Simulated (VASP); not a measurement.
# ZrB (Fm-3m) in VASP: further runs, part 2 of 2

VASP 6.6.1.

### 5 Single point, PBEsol

INCAR

```
SYSTEM = ZrB
PREC     = Accurate       ! precision mode
ENCUT    = 520            ! plane-wave cutoff, eV
EDIFF    = 1E-7           ! SCF threshold, eV
ISMEAR   = -1             ! smearing method
SIGMA    = 0.05           ! smearing width, eV
LREAL    = .FALSE.        ! projectors in reciprocal space
LASPH    = .TRUE.         ! aspherical terms in the spheres
NELM     = 80             ! most SCF steps
ALGO     = Normal         ! electronic algorithm
ISIF     = 2              ! what is computed and relaxed
LWAVE    = .FALSE.        ! write WAVECAR
LCHARG   = .FALSE.        ! write CHGCAR
GGA      = PS             ! functional
NBANDS   = 14             ! bands
```

KPOINTS

```
Automatic mesh
0
G
  10 10 10
  0 0 0
```

POSCAR

```
ZrB
1.0
    0.0000000000      2.3250000000      2.3250000000
    2.3250000000      0.0000000000      2.3250000000
    2.3250000000      2.3250000000      0.0000000000
Zr B
1 1
Direct
    0.0000000000      0.0000000000      0.0000000000
    0.5000000000      0.5000000000      0.5000000000
```

Potentials or basis: VASP PAW PBE potentials, release 64 (Zr_sv, B).

Started as:

```sh
$ cat potpaw_PBE.64/Zr_sv/POTCAR potpaw_PBE.64/B/POTCAR > POTCAR
$ mpirun -np 1 vasp_std > vasp.out
```

OUTCAR:

```text
SYSTEM = ZrB
   PREC = Accurate
   ENCUT = 520
   EDIFF = 1E-7
   ISMEAR = -1
   LREAL = .FALSE.
   LASPH = .TRUE.
   NELM = 80
   ISIF = 2
   GGA = PS

 ion  position               nearest neighbor table
   1  0.000  0.000  0.000-   2 2.33   2 2.33   2 2.33   2 2.33   2 2.33   2 2.33
   2  0.500  0.500  0.500-   1 2.33   1 2.33   1 2.33   1 2.33   1 2.33   1 2.33

  LATTYP: Found a face centered cubic cell.
 ALAT       =     4.6500000000

  Lattice vectors:

 A1 = (   0.0000000000,   2.3250000000,   2.3250000000)
 A2 = (   2.3250000000,   0.0000000000,   2.3250000000)
 A3 = (   2.3250000000,   2.3250000000,   0.0000000000)

Analysis of symmetry for initial positions (statically):
=====================================================================
 Subroutine PRICEL returns:
 Original cell was already a primitive cell.

 Routine SETGRP: Setting up the symmetry group for a
 face centered cubic supercell.

 Subroutine GETGRP returns: Found 48 space group operations
 (whereof 48 operations were pure point group operations)
 out of a pool of 48 trial point group operations.

The static configuration has the point symmetry O_h .

Analysis of symmetry for dynamics (positions and initial velocities):
=====================================================================
 Subroutine PRICEL returns:
 Original cell was already a primitive cell.

 Routine SETGRP: Setting up the symmetry group for a
 face centered cubic supercell.

 Subroutine GETGRP returns: Found 48 space group operations
 (whereof 48 operations were pure point group operations)
 out of a pool of 48 trial point group operations.

The dynamic configuration has the point symmetry O_h .

 Subroutine INISYM returns: Found 48 space group operations
 (whereof 48 operations are pure point group operations),
 and found     1 'primitive' translations

----------------------------------------------------------------------------------------
[... 116 lines left out ...]
  Thomas-Fermi vector in A             =   2.503360
   LORBIT       =      0    0 simple, 1 ext, 2 COOP (PROOUT), +10 PAW based schemes
   GGA     = PS    functional components
   LHFCALC =     F    Hartree Fock is set to
   AEXX    =    0.0000 exact exchange contribution
   IVDW    =     0    specifies the selected vdW correction
   LEPSILON=     F    determine dielectric tensor
   LRPA    =     F    only Hartree local field effects (RPA)
 non-spin polarized calculation
  energy-cutoff  :      520.00
  volume of cell :       25.14
 maximum number of plane-waves:       700
   NGX = 13   NGY = 13   NGZ = 13

 number of electron      15.0000000 magnetization

 Free energy of the ion-electron system (eV)
  ---------------------------------------------------
  ext. energy  EPLUGINS =         0.00000000
  ---------------------------------------------------
  free energy    TOTEN  =       -16.62089869 eV

  energy without entropy =      -16.61279390  energy(sigma->0) =      -16.61684629

 E-fermi :   8.9013     XC(G=0): -12.3319

 val. band max:        8.8418130920   @ k =  -0.2000   0.1000   0.0000
 cond. band min:       8.9317804403   @ k =   0.5000   0.3000   0.1000
 fundamental gap:      0.0899673483
 Fermi energy:         8.9013058705

 k-point     1 :       0.0000    0.0000    0.0000
  band No.  band energies     occupation
      1     -37.7488      2.00000
      2     -15.5190      2.00000
      3     -15.5190      2.00000
      4     -15.5190      2.00000
      5       0.5954      2.00000
      6      10.8011      0.00000
      7      10.8011      0.00000
      8      10.8011      0.00000
      9      12.6085      0.00000
     10      12.6085      0.00000
     11      12.7527      0.00000
     12      12.7527      0.00000
     13      12.7527      0.00000
     14      20.0129      0.00000
[... 377 lines left out ...]
      1     -37.6181      2.00000
      2     -16.2339      2.00000
      3     -15.8064      2.00000
      4     -15.7755      2.00000
      5       2.8281      2.00000
      6       7.2543      2.00000
      7       8.1261      2.00000
      8      10.2875      0.00000
      9      11.1028      0.00000
     10      14.5485      0.00000
     11      16.1528      0.00000
     12      16.4063      0.00000
     13      20.6205      0.00000
     14      23.1139      0.00000

 [... further k-points ...]
[... 5 lines left out ...]
  --------------------------------------------------------------------------------------
  -------------------------------------------------------------------------------------
  Total        4.6250383      4.6250383      4.6250383      0.0000000      0.0000000      0.0000000
  in kB      294.7997099    294.7997099    294.7997099      0.0000000      0.0000000      0.0000000
  external PRESSURE =     294.7997099 kB  Pullay stress =       0.0000000 kB

 VOLUME and BASIS-vectors are now :
 -----------------------------------------------------------------------------
  energy-cutoff  :      520.00
  volume of cell :       25.14
      direct lattice vectors                 reciprocal lattice vectors
     0.000000000  2.325000000  2.325000000    -0.215053763  0.215053763  0.215053763
     2.325000000  0.000000000  2.325000000     0.215053763 -0.215053763  0.215053763
     2.325000000  2.325000000  0.000000000     0.215053763  0.215053763 -0.215053763

 POSITION                                       TOTAL-FORCE (eV/Angst)
 -----------------------------------------------------------------------------------
      0.00000      0.00000      0.00000         0.000000      0.000000     -0.000000
      2.32500      2.32500      2.32500         0.000000      0.000000      0.000000
 -----------------------------------------------------------------------------------
    total drift:                                0.000000     -0.000000     -0.000000

  FREE ENERGIE OF THE ION-ELECTRON SYSTEM (eV)
  ---------------------------------------------------
  free  energy   TOTEN  =       -16.6208986872 eV

  energy  without entropy=      -16.6127938983  energy(sigma->0) =      -16.61684629
```

stdout:

```text
POSCAR found type information on POSCAR ZrB
 POSCAR found :  2 types and       2 ions
 scaLAPACK will be used
 -----------------------------------------------------------------------------
|                                                                             |
|                                                                             |
|     You enforced a specific xc type in the INCAR file but a different       |
|     I HOPE YOU KNOW WHAT YOU ARE DOING!                                     |
|                                                                             |
 -----------------------------------------------------------------------------

 LDA part: xc-table for (Slater+PW92), standard interpolation
 POSCAR, INCAR and KPOINTS ok, starting setup
 FFT: planning ... GRIDC
 FFT: planning ... GRID_SOFT
 FFT: planning ... GRID
 WAVECAR not read
 entering main loop
```

Run time: 16 s. Hardware: 1 thread of Intel Xeon 6975P-C, shared host; peak memory 0.15 GiB.

What came out:

```
Free energy : -16.6209 eV
Pressure    : 29.5 GPa
```

Levels at points of the mesh, in eV from the Fermi level:
```
           k point  band 4  band 5  band 6  band 7  band 8  band 9  band 10  band 11  band 12  band 13
(0.00, 0.00, 0.00)  -24.42   -8.31    1.90    1.90    1.90    3.71     3.71     3.85     3.85     3.85
(0.50, 0.00, 0.00)  -24.52   -4.21   -3.54   -1.41   -1.41    5.78     5.78     7.38     8.25    13.46
(0.50, 0.50, 0.00)  -24.76   -6.46   -1.15   -0.28    2.57    2.57     5.50     6.95     6.95    10.67
```

Caveat: the PAW data sets were made with another functional, which shifts forces and pressure a little.

### 6 Overview

```tsv
task	level	spin	cell	k mesh	cutoff (eV)	gap on the mesh (eV)	pressure (GPa)	relaxed volume (Å³/atom)
relaxation of cell and atoms	PBE+D3(BJ)	off	relaxed	10 × 10 × 10	600	none	0.1	14.35
relaxation of cell and atoms	PBE+D4	off	relaxed	10 × 10 × 10	600	none	0.0	14.45
single point	r2SCAN	non-collinear, zero start, SOC	as given	7 × 7 × 7	520	-	36.6	-
single point	PBEsol	off	as given	10 × 10 × 10	520	none	29.5	-
```

Alike in all rows: potentials or basis VASP PAW PBE potentials, release 64 (Zr_sv, B); smearing fermi-dirac 0.05 eV.

Caveats: pairwise dispersion overbinds metals, which lowers pressure and volume (some runs); the PAW data sets were made with another functional, which shifts forces and pressure a little (some runs); the volume moved by +14 % from the deposited cell, more than functionals usually miss (some runs); the volume moved by +15 % from the deposited cell, more than functionals usually miss (some runs).

Total energies depend on the potentials used, so only differences within one code and one set of settings carry meaning.
